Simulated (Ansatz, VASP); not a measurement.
**One calculation of MgSe, two programs**

```
CELL_PARAMETERS angstrom
0.00000 2.69586 2.69586
2.69586 0.00000 2.69586
2.69586 2.69586 0.00000
ATOMIC_POSITIONS crystal
Mg 0.00000 0.00000 0.00000
Se 0.50000 0.50000 0.50000
```

Alike in both runs: functional LDA; k mesh 8 × 8 × 8; occupations gaussian, width 0.02 eV; no spin polarisation.

Ansatz relaxed the structure, and its values are those at the end. VASP's run is a single point on that final structure, the one shown.

|  | VASP | Ansatz |
| --- | --- | --- |
| version | VASP 6.6.1 | Ansatz 0.2.0 |
| potentials or method | VASP PAW LDA potentials, release 64 (Mg, Se), cutoff 600 eV | scalar-relativistic, plane waves, PAW |
| valence electrons in the cell | 8 | 26 |

Ansatz gave:

| Property | Result |
| --- | --- |
| gap on the k mesh at the Fermi level (eV) | 1.72 |
| least direct gap on the mesh (eV) | 2.60 |
| pressure (GPa) | 0.0 |

Q: Estimate VASP's values.

A: gap on the k mesh at the Fermi level (eV): 1.70; least direct gap on the mesh (eV): 2.62; pressure (GPa): -0.3.

Ansatz warns that its potentials were made for another functional, while VASP's fit it. LDA's correlation is that of Perdew and Zunger in VASP and of Perdew and Wang (1992) in Ansatz. VASP's potentials hold 8 valence electrons a cell and Ansatz's 26, so a difference there can come from the potentials and not from the codes.
